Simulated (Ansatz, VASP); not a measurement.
## AgCl in VASP and in Ansatz

```
CELL_PARAMETERS angstrom
3.36647 0.00000 0.00000
0.00000 3.36647 0.00000
0.00000 0.00000 3.36647
ATOMIC_POSITIONS crystal
Ag 0.00000 0.00000 0.00000
Cl 0.50000 0.50000 0.50000
```

Alike in both runs: task single point; functional r2SCAN; dispersion rVV10; k mesh 8 × 8 × 8; occupations fermi-dirac, width 0.03 eV; no spin polarisation.

|  | VASP | Ansatz |
| --- | --- | --- |
| version | VASP 6.6.1 | Ansatz 0.2.0 |
| potentials or method | VASP PAW PBE potentials, release 64 (Ag, Cl) | plane waves, PAW |
| plane-wave cutoff (eV) | 520 | 500 |
| valence electrons in the cell | 18 | 26 |

Ansatz gave:

| Quantity | Value |
| --- | --- |
| gap on the k mesh at the Fermi level (eV) | 1.20 |
| pressure (GPa) | 0.0 |

Task: Estimate VASP's values.

Result: gap on the k mesh at the Fermi level (eV): 1.16; pressure (GPa): 0.1.

VASP's potentials were made for PBE, not for r2SCAN. VASP's potentials hold 18 valence electrons a cell and Ansatz's 26, so a difference there can come from the potentials and not from the codes.
